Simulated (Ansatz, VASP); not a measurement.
**One calculation of Tl, two programs**

```
Tl
1.0
    -1.94100    1.94100    1.94100
     1.94100   -1.94100    1.94100
     1.94100    1.94100   -1.94100
Tl
1
Direct
  0.00000 0.00000 0.00000
```

Alike in both runs: task single point; functional PBE; k mesh 13 × 13 × 13; occupations fermi-dirac, width 0.05 eV; non-collinear spin, spin-orbit coupling.

```csv
,VASP,Ansatz
version,VASP 6.6.1,Ansatz 0.2.0
potentials or method,"VASP PAW PBE potentials, release 64 (Tl_d), cutoff 520 eV",all-electron LAPW
```

```csv
,VASP,Ansatz,Ansatz less VASP
pressure (GPa),1.9,1.7,-0.13
```

Ansatz ran all-electron here, and VASP with PAW potentials.
